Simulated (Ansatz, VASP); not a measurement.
**Pd: VASP beside Ansatz**

```xyz
2
Lattice="2.7196 0.0225 0.0081 -1.3403 2.4225 0.0253 0.0135 0.0564 4.6315" Properties=species:S:1:pos:R:3 pbc="T T T"
Pd    1.3517    0.8549    3.4909
Pd    0.0473    1.6362    1.1884
```

Alike in both runs: task single point; functional r2SCAN; dispersion D4; k mesh 8 × 8 × 4; no spin polarisation.

|  | VASP | Ansatz |
| --- | --- | --- |
| version | VASP 6.6.1 | Ansatz 0.2.0 |
| potentials or method | VASP PAW PBE potentials, release 64 (Pd), cutoff 520 eV | plane waves, PAW |
| occupations | methfessel-paxton of order 1, width 0.1 eV | methfessel-paxton of order 1 |
| valence electrons in the cell | 20 | 36 |

Ansatz gave:

```
pressure (GPa)                                                : -4.7
traceless stress, the component that is largest in VASP (GPa) : -1.91
rms of the force components (eV/Å)                            : 0.072
```

**Question.** Estimate VASP's values.

**Answer.** Pressure (GPa): -4.2; traceless stress, the component that is largest in VASP (GPa): -1.91; rms of the force components (eV/Å): 0.071.

VASP's potentials were made for PBE, not for r2SCAN. Atom by atom the forces differ by 0.002 eV/Å (rms over components). VASP's potentials hold 20 valence electrons a cell and Ansatz's 36, so a difference there can come from the potentials and not from the codes. Ansatz's warnings: stress scf threshold loose.
